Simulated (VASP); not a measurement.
CaO, 2 atoms in the cell. Symmetry: Fm-3m, No. 225, cubic system. The conventional cell has a = 4.708 Å, b = 4.708 Å, c = 4.708 Å, α = 90.00°, β = 90.00°, γ = 90.00°. Ca (site symmetry m-3m) has 6 O at 2.35 Å within 3.1 Å. Within 3.1 Å of O (site symmetry m-3m) lie 6 Ca at 2.35 Å. 

```yaml
Program: VASP 6.6.1
Task: single point
Functional: LDA
Potentials_or_basis: VASP PAW LDA potentials, release 64 (Ca_sv, O)
Cutoff: 520 eV
k_mesh: 18 × 18 × 18
Occupations: fermi-dirac, width 0.1 eV
Spin: no spin polarisation
Dipole_correction: no
Further_INCAR_settings: ALGO = Normal; EDIFF = 1e-07; NBANDS = 15
```

Potentials or basis: VASP PAW LDA potentials, release 64 (Ca_sv, O).

Launch:

```console
$ cat potpaw_LDA.64/Ca_sv/POTCAR potpaw_LDA.64/O/POTCAR > POTCAR
$ mpirun -np 1 vasp_std > vasp.out
```

Hardware: 1 thread of Oxide Virtual Turin-like Processor, on a shared host.

Question: Estimate the wall time of this run.

Answer: It took 86 s on 1 thread of Oxide Virtual Turin-like Processor (shared host), peak memory 0.17 GiB. Counts: scf iterations 13, k points 195.
